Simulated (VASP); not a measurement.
Write the native input for VASP 6.6.1 that does the following.

```
Task                   : relaxation of cell and atoms
Functional             : LDA
Potentials or basis    : VASP PAW LDA potentials, release 64 (Ti_sv, O)
Cutoff                 : 600 eV
k mesh                 : 6 × 6 × 10
Occupations            : gaussian, width 0.02 eV
Spin                   : no spin polarisation
Dipole correction      : no
Further INCAR settings : ALGO = Normal; EDIFF = 1e-07; IBRION = 2; EDIFFG = -0.005; NSW = 100; ISIF = 3
```

The structure of TiO2 lies in POSCAR:

```
TiO2
1.0
    4.5484653260      0.0000000000      0.0000000000
    0.0000000000      4.5484653260      0.0000000000
    0.0000000000      0.0000000000      2.9188689482
Ti O
2 4
Direct
    0.5000000000      0.5000000000      0.0000000000
    0.0000000000      0.0000000000      0.5000000000
    0.6959626575      0.6959626575      0.5000000000
    0.8040373425      0.1959626575      0.0000000000
    0.1959626575      0.8040373425      0.0000000000
    0.3040373425      0.3040373425      0.5000000000
```

These files were run (other wordings do the same):

INCAR

```
SYSTEM = TiO2
PREC = Accurate
ENCUT = 600
EDIFF = 1E-7
ISMEAR = 0
SIGMA = 0.02
LREAL = .FALSE.
LASPH = .TRUE.
NELM = 60
ALGO = Normal
ISIF = 3
LWAVE = .FALSE.
LCHARG = .FALSE.
GGA = CA
IBRION = 2
NSW = 100
EDIFFG = -0.005
```

KPOINTS

```
Automatic mesh
0
G
  6 6 10
  0 0 0
```

Potentials or basis: VASP PAW LDA potentials, release 64 (Ti_sv, O).

Launch:

```bash
$ cat potpaw_LDA.64/Ti_sv/POTCAR potpaw_LDA.64/O/POTCAR > POTCAR
$ mpirun -np 1 vasp_std > vasp.out
```

Results of the run:

| Item | Value |
| --- | --- |
| Relaxed volume | 10.09 Å³/atom |
| Relaxed cell | a = 4.552 Å, b = 4.552 Å, c = 2.922 Å, α = 90.00°, β = 90.00°, γ = 90.00° |
| Space group after relaxing (to 0.1 Å) | P4_2/mnm (No. 136) |
| Energy gained by relaxing | 0.1 meV/atom |
| Ionic steps | 5 |
| Pressure after relaxing | 0.0 GPa |
| Band gap on the k mesh | 1.82 eV |

It took 3.4 min on 1 thread of Intel(R) Xeon(R) Platinum 8488C (Sapphire Rapids) (shared host), peak memory 0.22 GiB.
